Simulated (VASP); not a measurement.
Wanted: the native input for a VASP 6.6.1 run.

```yaml
Task: relaxation of cell and atoms
Functional: PBE
Potentials_or_basis: VASP PAW PBE potentials, release 64 (Zr_sv, Ti_sv, C)
Cutoff: 600 eV
k_mesh: 4 × 4 × 4
Occupations: gaussian, width 0.1 eV
Spin: no spin polarisation
Dipole_correction: no
Further_INCAR_settings: ALGO = Normal; EDIFF = 1e-06; IBRION = 2; EDIFFG = -0.04; NSW = 90; ISIF = 3
```

The structure of ZrTi3C2 lies in POSCAR:

```
ZrTi3C2
1.0
    4.2118059600      0.0000000000      0.0000000000
    0.0000000000      4.2118059600      0.0000000000
    0.0000000000      0.0000000000      5.3420184100
Zr Ti C
1 3 2
Direct
    0.5000000000      0.5000000000      0.0000000000
    0.0000000000      0.5000000000      0.5000000000
    0.5000000000      0.0000000000      0.5000000000
    0.0000000000      0.0000000000      0.0000000000
    0.0000000000      0.0000000000      0.6641805000
    0.0000000000      0.0000000000      0.3358195000
```

The cell was generated, and may not be a known phase.

The input as run:

INCAR

```
PREC = Accurate
ENCUT = 600
EDIFF = 1E-6
ISMEAR = 0
SIGMA = 0.1
LREAL = False
LASPH = True
NELM = 80
ALGO = Normal
ISIF = 3
LWAVE = False
LCHARG = False
GGA = PE
IBRION = 2
NSW = 90
EDIFFG = -0.04
```

KPOINTS

```
regular mesh
0
Gamma
  4 4 4
```

Potentials or basis: VASP PAW PBE potentials, release 64 (Zr_sv, Ti_sv, C).

Launch:

```bash
$ cat potpaw_PBE.64/Zr_sv/POTCAR potpaw_PBE.64/Ti_sv/POTCAR potpaw_PBE.64/C/POTCAR > POTCAR
$ mpirun -np 1 vasp_std > vasp.out
```

It gave:

```yaml
Relaxed_volume: 15.17 Å³/atom
Relaxed_cell: a = 4.148 Å, b = 4.148 Å, c = 5.290 Å, α = 90.00°, β = 90.00°, γ = 90.00°
Space_group_after_relaxing_to_0.1_Å: P4/mmm (No. 123)
Pressure_after_relaxing: -0.1 GPa
Largest_force_after_relaxing: 0.007 eV/Å
Band_gap_on_the_k_mesh: zero (bands 28 and 29 overlap by 0.48 eV)
```

Caveat: the k points lie up to 0.38 Å⁻¹ apart in the final cell.

It took 12 min on 1 thread of Intel(R) Xeon(R) Platinum 8559C (Emerald Rapids) (shared host), peak memory 0.28 GiB.
